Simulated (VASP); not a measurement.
# CuF (P6_3mc) in VASP: settings compared, part 2 of 3

VASP 6.6.1.

## (4) Single point, PBE

This run uses another cell than the first one, of 11.33 Å³/atom.

File INCAR:

```
PREC     = Accurate       # precision mode
ENCUT    = 520            # plane-wave cutoff, eV
EDIFF    = 1E-7           # SCF threshold, eV
ISMEAR   = -1             # smearing method
SIGMA    = 0.02           # smearing width, eV
LREAL    = False          # projectors in reciprocal space
LASPH    = True           # aspherical terms in the spheres
NELM     = 60             # most SCF steps
ALGO     = Normal         # electronic algorithm
ISIF     = 2              # what is computed and relaxed
LWAVE    = False          # write WAVECAR
LCHARG   = False          # write CHGCAR
GGA      = PE             # functional
NBANDS   = 26             # bands
```

File KPOINTS:

```
Automatic mesh
0
Gamma
  12 12 4
```

File POSCAR:

```
CuF
1.0
    2.7897758246      0.0000000000      0.0000000000
   -1.3948879123      2.4160167350      0.0000000000
    0.0000000000      0.0000000000      6.7211225818
Cu F
2 2
Direct
    0.3333333333      0.6666666667      0.0459865600
    0.6666666667      0.3333333333      0.5459865600
    0.3333333333      0.6666666667      0.3290134400
    0.6666666667      0.3333333333      0.8290134400
```

Potentials or basis: VASP PAW PBE potentials, release 64 (Cu, F).

Launch:

```console
$ cat potpaw_PBE.64/Cu/POTCAR potpaw_PBE.64/F/POTCAR > POTCAR
$ mpirun -np 1 vasp_std > vasp.out
```

OUTCAR:

```text
PREC = Accurate
   ENCUT = 520
   EDIFF = 1E-7
   ISMEAR = -1
   LREAL = False
   LASPH = True
   NELM = 60
   ISIF = 2
   GGA = PE

 ion  position               nearest neighbor table
   1  0.333  0.667  0.046-   3 1.90   4 2.17   4 2.17   4 2.17
   2  0.667  0.333  0.546-   4 1.90   3 2.17   3 2.17   3 2.17
   3  0.333  0.667  0.329-   1 1.90   2 2.17   2 2.17   2 2.17
   4  0.667  0.333  0.829-   2 1.90   1 2.17   1 2.17   1 2.17

  LATTYP: Found a hexagonal cell.
 ALAT       =     2.7897758246
 C/A-ratio  =     2.4091980877

  Lattice vectors:

 A1 = (   2.7897758246,   0.0000000000,   0.0000000000)
 A2 = (  -1.3948879123,   2.4160167350,   0.0000000000)
 A3 = (   0.0000000000,   0.0000000000,   6.7211225818)

Analysis of symmetry for initial positions (statically):
=====================================================================
 Subroutine PRICEL returns:
 Original cell was already a primitive cell.

 Routine SETGRP: Setting up the symmetry group for a
 hexagonal supercell.

 Subroutine GETGRP returns: Found 12 space group operations
 (whereof  6 operations were pure point group operations)
 out of a pool of 24 trial point group operations.

The static configuration has the point symmetry C_3v.
 The point group associated with its full space group is C_6v.

Analysis of symmetry for dynamics (positions and initial velocities):
=====================================================================
 Subroutine PRICEL returns:
 Original cell was already a primitive cell.

 Routine SETGRP: Setting up the symmetry group for a
 hexagonal supercell.

 Subroutine GETGRP returns: Found 12 space group operations
 (whereof  6 operations were pure point group operations)
 out of a pool of 24 trial point group operations.

The dynamic configuration has the point symmetry C_3v.
 The point group associated with its full space group is C_6v.

 Subroutine INISYM returns: Found 12 space group operations
 (whereof  6 operations are pure point group operations),
 and found     1 'primitive' translations

----------------------------------------------------------------------------------------

                                     Primitive cell

  volume of cell :      45.3013

  direct lattice vectors                    reciprocal lattice vectors
     2.789775825  0.000000000  0.000000000     0.358451741  0.206952209  0.000000000
    -1.394887912  2.416016735  0.000000000     0.000000000  0.413904418  0.000000000
     0.000000000  0.000000000  6.721122582     0.000000000  0.000000000  0.148784669

  length of vectors
     2.789775825  2.789775825  6.721122582     0.413904418  0.413904418  0.148784669

  position of ions in fractional coordinates (direct lattice)
     0.333333333  0.666666667  0.045986560
     0.666666667  0.333333333  0.545986560
     0.333333333  0.666666667  0.329013440
     0.666666667  0.333333333  0.829013440

  ion indices of the primitive-cell ions
   primitive index   ion index
                 1           1
                 2           2
                 3           3
                 4           4

----------------------------------------------------------------------------------------

 KPOINTS: Automatic mesh

Automatic generation of k-mesh.
 Grid dimensions read from file:
 generate k-points for:   12   12    4

 Generating k-lattice:

  Cartesian coordinates                     Fractional coordinates (reciprocal lattice)
     0.029870978  0.017246017  0.000000000     0.083333333  0.000000000  0.000000000
     0.000000000  0.034492035  0.000000000     0.000000000  0.083333333  0.000000000
     0.000000000  0.000000000  0.037196167     0.000000000  0.000000000  0.250000000

  Length of vectors
     0.034492035  0.034492035  0.037196167

  Shift w.r.t. Gamma in fractional coordinates (k-lattice)
     0.000000000  0.000000000  0.000000000

 Subroutine IBZKPT returns following result:
 ===========================================

 Found     57 irreducible k-points:

 Following reciprocal coordinates:
            Coordinates               Weight
  0.000000  0.000000  0.000000      1.000000
  0.083333  0.000000  0.000000      6.000000
  0.166667  0.000000  0.000000      6.000000
  0.250000  0.000000  0.000000      6.000000
  0.333333  0.000000  0.000000      6.000000
  0.416667  0.000000  0.000000      6.000000
[... 16 lines left out ...]
  0.250000  0.000000  0.250000     12.000000
  0.333333  0.000000  0.250000     12.000000
 [... further k-points ...]
   k-points           NKPTS =     57   k-points in BZ     NKDIM =     57   number of bands    NBANDS=     26
   number of dos      NEDOS =    301   number of ions     NIONS =      4
   total plane-waves  NPLWV =  28800
   dimension x,y,z NGX =    24 NGY =   24 NGZ =   50
   dimension x,y,z NGXF=    48 NGYF=   48 NGZF=  100
   ions per type =               2   2
   NGX,Y,Z   is equivalent  to a cutoff of  14.30, 14.30, 12.37 a.u.
   NGXF,Y,Z  is equivalent  to a cutoff of  28.60, 28.60, 24.73 a.u.
 SYSTEM =  unknown system
   PREC   = accura    normal or accurate (medium, high low for compatibility)
   ISTART =      0    job   : 0-new  1-cont  2-samecut
   ICHARG =      2    charge: 1-file 2-atom 10-const
   ISPIN  =      1    spin polarized calculation?
   LNONCOLLINEAR =      F non collinear calculations
   LSORBIT =      F    spin-orbit coupling
   LASPH  =      T    aspherical Exc in radial PAW
   ENCUT  =  520.0 eV  38.22 Ry    6.18 a.u.   5.19  5.19 12.50*2*pi/ulx,y,z
   NELM   =     60;   NELMIN=  2; NELMDL= -5     # of ELM steps
   EDIFF  = 0.1E-06   stopping-criterion for ELM
   LREAL  =      F    real-space projection
   EDIFFG = 0.1E-05   stopping-criterion for IOM
   NSW    =      0    number of steps for IOM
   IBRION =     -1    ionic relax: 0-MD 1-quasi-New 2-CG
   NFREE  =      0    steps in history (QN), initial steepest desc. (CG)
   ISIF   =      2    stress and relaxation
   ISYM   =      2    0-nonsym 1-usesym 2-fastsym
   POTIM  = 0.5000    time-step for ionic-motion
   TEBEG  =    0.0;   TEEND  =   0.0 temperature during run
   PSTRESS=    0.0 pullay stress
   NELECT =      36.0000    total number of electrons
   NUPDOWN=      -1.0000    fix difference up-down
   EMIN   =  10.00;   EMAX   =-10.00  energy-range for DOS
   EFERMI =   0.00;   METHOD = LEGACY
   ISMEAR =    -1;   SIGMA  =   0.02  broadening in eV -4-tet -1-fermi 0-gaus
   EFERMI_NEDOS =   21; number of points for ismear=-14 and -15
   IALGO  =     38    algorithm
   IMIX   =      4    mixing-type and parameters
     AMIX     =   0.40;   BMIX     =  1.00
     AMIX_MAG =   1.60;   BMIX_MAG =  1.00
  volume/ion in A,a.u.               =      11.33        76.43
  Fermi-wavevector in a.u.,A,eV,Ry     =   1.516370  2.865525 31.284955  2.299379
  Thomas-Fermi vector in A             =   2.625769
   LORBIT       =      0    0 simple, 1 ext, 2 COOP (PROOUT), +10 PAW based schemes
   GGA     = PE    functional components
   LHFCALC =     F    Hartree Fock is set to
   AEXX    =    0.0000 exact exchange contribution
   IVDW    =     0    specifies the selected vdW correction
   LEPSILON=     F    determine dielectric tensor
   LRPA    =     F    only Hartree local field effects (RPA)
 non-spin polarized calculation
  energy-cutoff  :      520.00
  volume of cell :       45.30
 maximum number of plane-waves:      1237
 NGX is ok and might be reduce to    24
   NGX = 11   NGY = 11   NGZ = 25

 number of electron      35.9999974 magnetization

 Free energy of the ion-electron system (eV)
  ---------------------------------------------------
  ext. energy  EPLUGINS =         0.00000000
  ---------------------------------------------------
  free energy    TOTEN  =       -14.66676686 eV

  energy without entropy =      -14.66665627  energy(sigma->0) =      -14.66671156

 E-fermi :   4.0484     XC(G=0): -11.1696

 val. band max:        3.9490016868   @ k =   0.4167   0.0000   0.0000
 cond. band min:       4.0814172856   @ k =   0.0000   0.0000   0.0000
 fundamental gap:      0.1324155988
 Fermi energy:         4.0484361312

 k-point     1 :       0.0000    0.0000    0.0000
  band No.  band energies     occupation
      1     -20.1966      2.00000
      2     -20.0530      2.00000
      3      -4.1453      2.00000
      4      -2.7033      2.00000
      5      -0.3570      2.00000
      6      -0.3570      2.00000
[... 685 lines left out ...]
     25      19.4332      0.00000
     26      19.7402      0.00000

 [... further k-points ...]

------------------------ aborting loop because EDIFF is reached ----------------------------------------

  FORCE on cell =-STRESS in cart. coord.  units (eV):
  Direction    XX          YY          ZZ          XY          YZ          ZX
  --------------------------------------------------------------------------------------
  -------------------------------------------------------------------------------------
  Total        1.2639599      1.2639599      2.5754218     -0.0000000      0.0000000      0.0000000
  in kB       44.7026036     44.7026036     91.0852164     -0.0000000      0.0000000      0.0000000
  external PRESSURE =      60.1634745 kB  Pullay stress =       0.0000000 kB

 VOLUME and BASIS-vectors are now :
 -----------------------------------------------------------------------------
  energy-cutoff  :      520.00
  volume of cell :       45.30
      direct lattice vectors                 reciprocal lattice vectors
     2.789775825  0.000000000  0.000000000     0.358451741  0.206952209  0.000000000
    -1.394887912  2.416016735  0.000000000     0.000000000  0.413904418  0.000000000
     0.000000000  0.000000000  6.721122582     0.000000000  0.000000000  0.148784669

 POSITION                                       TOTAL-FORCE (eV/Angst)
 -----------------------------------------------------------------------------------
     -0.00000      1.61068      0.30908        -0.000000      0.000000     -0.032402
      1.39489      0.80534      3.66964         0.000000     -0.000000     -0.032402
     -0.00000      1.61068      2.21134        -0.000000      0.000000      0.032402
      1.39489      0.80534      5.57190        -0.000000     -0.000000      0.032402
 -----------------------------------------------------------------------------------
    total drift:                                0.000000      0.000001      0.000359

  FREE ENERGIE OF THE ION-ELECTRON SYSTEM (eV)
  ---------------------------------------------------
  free  energy   TOTEN  =       -14.6667668584 eV

  energy  without entropy=      -14.6666562713  energy(sigma->0) =      -14.66671156
```

Run time: 1.9 min. Hardware: 1 thread of Intel Xeon 8259CL, shared host; peak memory 0.21 GiB.

Results:

- Free energy: -14.6668 eV
- Pressure: 6.0 GPa
- Largest force: 0.032 eV/Å
- Band gap on the k mesh: 0.13 eV (least direct gap 0.47 eV)

Forces in eV/Å, atoms in the order of the input:
```
Cu   0.000  0.000 -0.032
Cu   0.000  0.000 -0.032
F    0.000  0.000  0.032
F    0.000  0.000  0.032
```

Caveat: the cell stands under pressure; the structure was generated, so it needn't be the stable form of CuF; semilocal functionals underestimate gaps, and a narrow one can read as zero. A k mesh can miss the band edges.

## (5) Single point, LDA

This run uses another cell than the first one, of 11.33 Å³/atom.

File INCAR:

```
SYSTEM = CuF
PREC = Accurate
ENCUT = 520
EDIFF = 1E-6
ISMEAR = -1
SIGMA = 0.02
LREAL = .False.
LASPH = .True.
NELM = 80
ALGO = Normal
ISIF = 2
LWAVE = .False.
LCHARG = .False.
NBANDS = 26
```

File KPOINTS:

```
Automatic mesh
0
Gamma
  12 12 4
  0 0 0
```

POSCAR is that of step 4.

Potentials or basis: VASP PAW LDA potentials, release 64 (Cu, F).

Launch:

```console
$ cat potpaw_LDA.64/Cu/POTCAR potpaw_LDA.64/F/POTCAR > POTCAR
$ mpirun -np 1 vasp_std > vasp.out
```

OUTCAR:

```text
SYSTEM = CuF
   PREC = Accurate
   ENCUT = 520
   EDIFF = 1E-6
   ISMEAR = -1
   LREAL = .False.
   LASPH = .True.
   NELM = 80
   ISIF = 2

 ion  position               nearest neighbor table
   1  0.333  0.667  0.046-   3 1.90   4 2.17   4 2.17   4 2.17
   2  0.667  0.333  0.546-   4 1.90   3 2.17   3 2.17   3 2.17
   3  0.333  0.667  0.329-   1 1.90   2 2.17   2 2.17   2 2.17
   4  0.667  0.333  0.829-   2 1.90   1 2.17   1 2.17   1 2.17

  LATTYP: Found a hexagonal cell.
 ALAT       =     2.7897758246
 C/A-ratio  =     2.4091980877
[... 895 lines left out ...]
  Direction    XX          YY          ZZ          XY          YZ          ZX
  --------------------------------------------------------------------------------------
  -------------------------------------------------------------------------------------
  Total       -1.7347789     -1.7347789     -2.4131475      0.0000000      0.0000000      0.0000000
  in kB      -61.3541086    -61.3541086    -85.3460430      0.0000000      0.0000000      0.0000000
  external PRESSURE =     -69.3514201 kB  Pullay stress =       0.0000000 kB

 VOLUME and BASIS-vectors are now :
 -----------------------------------------------------------------------------
  energy-cutoff  :      520.00
  volume of cell :       45.30
      direct lattice vectors                 reciprocal lattice vectors
     2.789775825  0.000000000  0.000000000     0.358451741  0.206952209  0.000000000
    -1.394887912  2.416016735  0.000000000     0.000000000  0.413904418  0.000000000
     0.000000000  0.000000000  6.721122582     0.000000000  0.000000000  0.148784669

 POSITION                                       TOTAL-FORCE (eV/Angst)
 -----------------------------------------------------------------------------------
     -0.00000      1.61068      0.30908         0.000000      0.000000     -0.038770
      1.39489      0.80534      3.66964        -0.000000     -0.000000     -0.038770
     -0.00000      1.61068      2.21134         0.000000     -0.000000      0.038770
      1.39489      0.80534      5.57190        -0.000000      0.000000      0.038770
 -----------------------------------------------------------------------------------
    total drift:                               -0.000000     -0.000000      0.000340

  FREE ENERGIE OF THE ION-ELECTRON SYSTEM (eV)
  ---------------------------------------------------
  free  energy   TOTEN  =       -17.6166887116 eV

  energy  without entropy=      -17.6164516127  energy(sigma->0) =      -17.61657016
```

OSZICAR:

```text
N       E                     dE             d eps       ncg     rms          rms(c)
DAV:   1     0.351032154609E+03    0.35103E+03   -0.17580E+04  3100   0.220E+03
DAV:   2     0.249372907995E+02   -0.32609E+03   -0.30507E+03  2988   0.421E+02
DAV:   3    -0.184090456851E+02   -0.43346E+02   -0.41810E+02  3510   0.173E+02
DAV:   4    -0.197529380033E+02   -0.13439E+01   -0.13364E+01  3974   0.330E+01
DAV:   5    -0.197703689884E+02   -0.17431E-01   -0.17424E-01  3870   0.333E+00    0.103E+01
DAV:   6    -0.187285299511E+02    0.10418E+01   -0.14067E+01  4110   0.825E+01    0.767E+00
DAV:   7    -0.176485162202E+02    0.10800E+01   -0.38931E+00  4032   0.583E+01    0.187E+00
DAV:   8    -0.176355702764E+02    0.12946E-01   -0.30939E-01  3910   0.445E+00    0.832E-01
DAV:   9    -0.176174319459E+02    0.18138E-01   -0.20883E-02  3876   0.242E+00    0.240E-01
DAV:  10    -0.176168087385E+02    0.62321E-03   -0.63741E-03  4628   0.134E+00    0.969E-02
DAV:  11    -0.176166978872E+02    0.11085E-03   -0.53754E-04  4628   0.442E-01    0.290E-02
DAV:  12    -0.176166884773E+02    0.94099E-05   -0.70280E-05  3886   0.991E-02    0.786E-03
DAV:  13    -0.176166887116E+02   -0.23432E-06   -0.88712E-06  4150   0.293E-02
   1 F= -.17616689E+02 E0= -.17616570E+02  d E =-.237099E-03
```

Run time: 95 s. Hardware: 1 thread of Intel Xeon 8259CL, shared host; peak memory 0.19 GiB.

Results:

| Property | Result |
| --- | --- |
| Free energy | -17.6167 eV |
| Pressure | -6.9 GPa |
| Largest force | 0.039 eV/Å |
| Band gap on the k mesh | 0.08 eV (least direct gap 0.40 eV) |

Forces on the atoms (eV/Å):
```
Cu   0.000  0.000 -0.039
Cu   0.000  0.000 -0.039
F    0.000  0.000  0.039
F    0.000  0.000  0.039
```

Stress tensor (GPa, compression positive):
```
-6.14  0.00  0.00
 0.00 -6.14  0.00
 0.00  0.00 -8.53
```

Caveat: the cell stands under tension; the structure was generated, so it needn't be the stable form of CuF; semilocal functionals underestimate gaps, and a narrow one can read as zero.

[end of part 2 of 3]
